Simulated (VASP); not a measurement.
Wanted: the native input for a VASP 6.6.1 run.

```yaml
Task: single point
Functional: PBEsol
Potentials_or_basis: VASP PAW PBE potentials, release 64 (Mn_pv, O)
Cutoff: 520 eV
k_mesh: 16 × 16 × 16
Occupations: gaussian, width 0.1 eV
Spin: collinear spin, ferromagnetic start
Starting_moments: "[4.41, 0.25] μB"
Dipole_correction: no
Further_INCAR_settings: ALGO = Normal; EDIFF = 1e-07; NBANDS = 20
```

The structure of MnO lies in POSCAR:

```
MnO
1.0
    0.0000000000     -2.1694607566     -2.1694607566
    2.1694607566      0.0000000000     -2.1694607566
    2.1694607566     -2.1694607566      0.0000000000
Mn O
1 1
Direct
    0.0000000000      0.0000000000      0.0000000000
    0.5000000000      0.5000000000      0.5000000000
```

One way to write it, as run:

INCAR

```
PREC     = Accurate       # precision mode
ENCUT    = 520            # plane-wave cutoff, eV
EDIFF    = 1E-7           # SCF threshold, eV
ISMEAR   = 0              # smearing method
SIGMA    = 0.1            # smearing width, eV
LREAL    = F              # projectors in reciprocal space
LASPH    = T              # aspherical terms in the spheres
NELM     = 150            # most SCF steps
ALGO     = Normal         # electronic algorithm
ISIF     = 2              # what is computed and relaxed
LWAVE    = F              # write WAVECAR
LCHARG   = F              # write CHGCAR
ISPIN    = 2              # spin polarisation
MAGMOM   = 4.41 0.25      # initial moments
LORBIT   = 11             # projections on sites
LMAXMIX  = 4              # l up to which the mixer works
GGA      = PS             # functional
NBANDS   = 20             # bands
```

KPOINTS

```
Automatic mesh
0
Gamma
  16 16 16
```

Potentials or basis: VASP PAW PBE potentials, release 64 (Mn_pv, O).

Run with:

```bash
$ cat potpaw_PBE.64/Mn_pv/POTCAR potpaw_PBE.64/O/POTCAR > POTCAR
$ mpirun -np 1 vasp_std > vasp.out
```

It gave:

```yaml
Pressure: 0.4 GPa
Net_moment: 4.52 μB per cell
Site_moments: Mn +4.13; O +0.18 μB
Valence_electrons_inside_the_program's_atomic_spheres: Mn 11.44; O 4.97
```

Caveat: the PAW data sets were made with another functional, which shifts forces and pressure a little; a cell with one magnetic atom can't hold antiferromagnetic order, which such compounds often take.

Wall time 3.5 min on 1 thread of AMD EPYC 7R13, with other jobs on the host, peak memory 0.18 GiB.
